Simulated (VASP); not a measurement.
# MgO (I4/mmm) in VASP: a series of runs, part 2 of 2

VASP 6.6.1. The steps go on from the part before.

## (3) Single point, PBE

This run uses another cell than the first one, of the same volume but with other edges.

The input, INCAR:

```
PREC = Accurate
ENCUT = 520
EDIFF = 1E-6
ISMEAR = 0
SIGMA = 0.05
LREAL = F
LASPH = T
NELM = 100
ALGO = Normal
ISIF = 2
LWAVE = F
LCHARG = F
GGA = PE
NBANDS = 11
```

The input, KPOINTS:

```
Automatic mesh
0
Gamma
  10 10 10
```

The input, POSCAR:

```
MgO
1.0
    0.0000000000      1.9022981591      2.6898495970
    1.9022981591      0.0000000000      2.6898495970
    1.9022981591      1.9022981591      0.0000000000
Mg O
1 1
Direct
    0.0000000000      0.0000000000      0.0000000000
    0.5000000000      0.5000000000      0.5000000000
```

Potentials or basis: VASP PAW PBE potentials, release 64 (Mg, O).

On the command line:

```
cat potpaw_PBE.64/Mg/POTCAR potpaw_PBE.64/O/POTCAR > POTCAR
mpirun -np 1 vasp_std > vasp.out
```

OUTCAR:

```text
PREC = Accurate
   ENCUT = 520
   EDIFF = 1E-6
   ISMEAR = 0
   LREAL = F
   LASPH = T
   NELM = 100
   ISIF = 2
   GGA = PE

 ion  position               nearest neighbor table
   1  0.000  0.000  0.000-   2 1.90   2 1.90   2 1.90   2 1.90   2 2.69   2 2.69
   2  0.500  0.500  0.500-   1 1.90   1 1.90   1 1.90   1 1.90   1 2.69   1 2.69

  LATTYP: Found a body centered tetragonal cell.
 ALAT       =     2.6902558563
 C/A-ratio  =     1.9996979772

  Lattice vectors:

 A1 = (  -1.9022981591,   0.0000000000,   2.6898495970)
 A2 = (   1.9022981591,   0.0000000000,   2.6898495970)
 A3 = (   0.0000000000,   1.9022981591,  -2.6898495970)

Analysis of symmetry for initial positions (statically):
=====================================================================
 Subroutine PRICEL returns:
 Original cell was already a primitive cell.

 Routine SETGRP: Setting up the symmetry group for a
 body centered tetragonal supercell.

 Subroutine GETGRP returns: Found 16 space group operations
 (whereof 16 operations were pure point group operations)
 out of a pool of 16 trial point group operations.

The static configuration has the point symmetry D_4h.

Analysis of symmetry for dynamics (positions and initial velocities):
=====================================================================
 Subroutine PRICEL returns:
 Original cell was already a primitive cell.

 Routine SETGRP: Setting up the symmetry group for a
 body centered tetragonal supercell.

 Subroutine GETGRP returns: Found 16 space group operations
 (whereof 16 operations were pure point group operations)
 out of a pool of 16 trial point group operations.

The dynamic configuration has the point symmetry D_4h.

 Subroutine INISYM returns: Found 16 space group operations
 (whereof 16 operations are pure point group operations),
 and found     1 'primitive' translations

[... 116 lines left out ...]
  Fermi-wavevector in a.u.,A,eV,Ry     =   1.217119  2.300022 20.155386  1.481379
  Thomas-Fermi vector in A             =   2.352450
   LORBIT       =      0    0 simple, 1 ext, 2 COOP (PROOUT), +10 PAW based schemes
   GGA     = PE    functional components
   LHFCALC =     F    Hartree Fock is set to
   AEXX    =    0.0000 exact exchange contribution
   IVDW    =     0    specifies the selected vdW correction
   LEPSILON=     F    determine dielectric tensor
   LRPA    =     F    only Hartree local field effects (RPA)
 non-spin polarized calculation
 Gauss-broadening in eV      SIGMA  =   0.05
  energy-cutoff  :      520.00
  volume of cell :       19.47
 maximum number of plane-waves:       544
 NGX is ok and might be reduce to    28

 number of electron       7.9999999 magnetization

 Free energy of the ion-electron system (eV)
  ---------------------------------------------------
  ext. energy  EPLUGINS =         0.00000000
  ---------------------------------------------------
  free energy    TOTEN  =       -11.19835500 eV

  energy without entropy =      -11.19835500  energy(sigma->0) =      -11.19835500

 E-fermi :   2.9714     XC(G=0): -10.6987

 val. band max:        2.6661099747   @ k =   0.0000   0.0000   0.0000
 cond. band min:       6.4796265863   @ k =   0.0000   0.0000   0.0000
 fundamental gap:      3.8135166115
 Fermi energy:         2.9714335701

 k-point     1 :       0.0000    0.0000    0.0000
  band No.  band energies     occupation
      1     -14.5571      2.00000
      2       2.3661      2.00000
      3       2.6661      2.00000
      4       2.6661      2.00000
      5       6.4796      0.00000
      6      17.0792      0.00000
      7      20.8804      0.00000
      8      20.8804      0.00000
      9      21.0361      0.00000
     10      21.0399      0.00000
     11      23.7075      0.00000
[... 309 lines left out ...]
 k-point    24 :       0.4000    0.3000    0.0000
  band No.  band energies     occupation
      1     -13.9525      2.00000
      2      -0.9178      2.00000
      3       1.9397      2.00000
      4       2.3747      2.00000
      5      11.2830      0.00000
      6      15.0765      0.00000
      7      15.3344      0.00000
      8      22.7355      0.00000
      9      23.5923      0.00000
     10      28.0954      0.00000
     11      30.0230      0.00000

 [... further k-points ...]
[... 5 lines left out ...]
  --------------------------------------------------------------------------------------
  -------------------------------------------------------------------------------------
  Total        5.6624619      5.6624619     -0.9942186      0.0000000     -0.0000000      0.0000000
  in kB      466.0158715    466.0158715    -81.8233567      0.0000000     -0.0000000      0.0000000
  external PRESSURE =     283.4027954 kB  Pullay stress =       0.0000000 kB

 VOLUME and BASIS-vectors are now :
 -----------------------------------------------------------------------------
  energy-cutoff  :      520.00
  volume of cell :       19.47
      direct lattice vectors                 reciprocal lattice vectors
     0.000000000  1.902298159  2.689849597    -0.262839975  0.262839975  0.185883999
     1.902298159  0.000000000  2.689849597     0.262839975 -0.262839975  0.185883999
     1.902298159  1.902298159  0.000000000     0.262839975  0.262839975 -0.185883999

 POSITION                                       TOTAL-FORCE (eV/Angst)
 -----------------------------------------------------------------------------------
      0.00000      0.00000      0.00000         0.000000     -0.000000      0.000000
      1.90230      1.90230      2.68985        -0.000000      0.000000      0.000000
 -----------------------------------------------------------------------------------
    total drift:                                0.000000      0.000000      0.000000

  FREE ENERGIE OF THE ION-ELECTRON SYSTEM (eV)
  ---------------------------------------------------
  free  energy   TOTEN  =       -11.1983550005 eV

  energy  without entropy=      -11.1983550005  energy(sigma->0) =      -11.19835500
```

It took 37 s on 1 thread of Intel Xeon 8259CL, shared host; peak memory 0.15 GiB.

What came out:

```
Free energy            : -11.1984 eV
Pressure               : 28.3 GPa
Band gap on the k mesh : 3.81 eV, direct
```

## (4) Single point, PBE

This run uses another cell than the first one, of the same volume but with other edges.

The input, INCAR:

```
SYSTEM = MgO
PREC = Accurate
ENCUT = 520
EDIFF = 1E-6
ISMEAR = 0
SIGMA = 0.05
LREAL = .False.
LASPH = .True.
NELM = 80
ALGO = Normal
ISIF = 2
LWAVE = .False.
LCHARG = .True.
GGA = PE
LELF = .True.
LVHAR = .True.
NBANDS = 11
```

The input, KPOINTS:

```
regular mesh
0
Gamma
  10 10 10
  0 0 0
```

The input, POSCAR:

```
MgO
1.0
    0.0000000000      2.2540078050      1.9159066342
    2.2540078050      0.0000000000      1.9159066342
    2.2540078050      2.2540078050      0.0000000000
Mg O
1 1
Direct
    0.0000000000      0.0000000000      0.0000000000
    0.5000000000      0.5000000000      0.5000000000
```

On the command line:

```
cat potpaw_PBE.64/Mg/POTCAR potpaw_PBE.64/O/POTCAR > POTCAR
mpirun -np 1 vasp_std > vasp.out
```

It took 24 s on 1 thread of Intel Xeon 8259CL, shared host; peak memory 0.15 GiB.

Results (log left out):

```yaml
Free_energy: -11.6790 eV
Pressure: 6.4 GPa
Band_gap_on_the_k_mesh: 4.09 eV, direct
```

Stress tensor (GPa, compression positive):
```
-7.10  0.00  0.00
 0.00 -7.10  0.00
 0.00  0.00 33.47
```

Levels at points of the mesh, in eV from the valence-band top:
```tsv
k point	band 2	band 3	band 4	band 5	band 6	band 7
(0.00, 0.00, 0.00)	-0.43	0.00	0.00	4.09	15.25	15.25
(0.50, 0.00, 0.00)	-4.53	-0.91	-0.68	7.42	11.85	14.24
(0.50, 0.50, 0.00)	-3.58	-1.85	-1.85	7.95	9.76	14.02
(0.50, 0.00, 0.50)	-4.20	-1.61	-0.71	9.56	9.81	11.83
```

## (5) Single point, PBE

This run uses another cell than the first one, of the same volume but with other edges.

The input, INCAR:

```
SYSTEM = MgO
PREC     = Accurate       ! precision mode
ENCUT    = 520            ! plane-wave cutoff, eV
EDIFF    = 1E-7           ! SCF threshold, eV
ISMEAR   = 0              ! smearing method
SIGMA    = 0.05           ! smearing width, eV
LREAL    = .FALSE.        ! projectors in reciprocal space
LASPH    = .TRUE.         ! aspherical terms in the spheres
NELM     = 80             ! most SCF steps
ALGO     = Normal         ! electronic algorithm
ISIF     = 2              ! what is computed and relaxed
LWAVE    = .FALSE.        ! write WAVECAR
LCHARG   = .TRUE.         ! write CHGCAR
GGA      = PE             ! functional
LELF     = .TRUE.         ! ELF
LVHAR    = .TRUE.       
NBANDS   = 11             ! bands
```

The input, KPOINTS:

```
regular mesh
0
G
  10 10 10
  0 0 0
```

The input, POSCAR:

```
MgO
1.0
    0.0000000000      2.0092530771      2.4111036925
    2.0092530771      0.0000000000      2.4111036925
    2.0092530771      2.0092530771      0.0000000000
Mg O
1 1
Direct
    0.0000000000      0.0000000000      0.0000000000
    0.5000000000      0.5000000000      0.5000000000
```

On the command line:

```
cat potpaw_PBE.64/Mg/POTCAR potpaw_PBE.64/O/POTCAR > POTCAR
mpirun -np 1 vasp_std > vasp.out
```

It took 25 s on 1 thread of Intel Xeon 8259CL, shared host; peak memory 0.15 GiB.

Results (log left out):

- Free energy: -11.7165 eV
- Pressure: 6.5 GPa
- Band gap on the k mesh: 4.10 eV, direct

Stress tensor (GPa, compression positive):
```
 15.04   0.00   0.00
  0.00  15.04   0.00
  0.00   0.00 -10.46
```

Levels at points of the mesh, in eV from the valence-band top:
| k point | band 1 | band 2 | band 3 | band 4 | band 5 | band 6 | band 7 | band 8 | band 9 |
| --- | --- | --- | --- | --- | --- | --- | --- | --- | --- |
| (0.00, 0.00, 0.00) | -17.18 | -0.16 | -0.16 | 0.00 | 4.10 | 14.60 | 16.54 | 16.54 | 18.87 |
| (0.50, 0.00, 0.00) | -15.97 | -4.50 | -0.95 | -0.52 | 7.41 | 11.82 | 14.82 | 18.12 | 20.13 |
| (0.50, 0.50, 0.00) | -16.13 | -4.26 | -0.88 | -0.88 | 10.06 | 10.34 | 11.08 | 19.94 | 19.94 |
| (0.50, 0.00, 0.50) | -15.60 | -3.79 | -2.13 | -0.98 | 8.75 | 9.62 | 13.37 | 16.16 | 19.55 |

## (6) Summary

```tsv
cell	gap on the mesh (eV)	pressure (GPa)
a = 2.935, b = 2.935, c = 3.390 Å, angles 54.7, 54.7, 70.5°, 2 atoms	3.64	45.7
a = 3.295, b = 3.295, c = 2.690 Å, angles 65.9, 65.9, 48.2°, 2 atoms	3.81	28.3
a = 2.958, b = 2.958, c = 3.188 Å, angles 57.4, 57.4, 65.2°, 2 atoms	4.09	6.4
a = 3.139, b = 3.139, c = 2.842 Å, angles 63.1, 63.1, 53.8°, 2 atoms	4.10	6.5
```

Alike in all rows: task single point; level PBE; potentials or basis VASP PAW PBE potentials, release 64 (Mg, O); no spin polarisation; k mesh 10 × 10 × 10; cutoff (eV) 520; smearing gaussian 0.05 eV.

Total energies depend on the potentials used, so only differences within one code and one set of settings carry meaning.
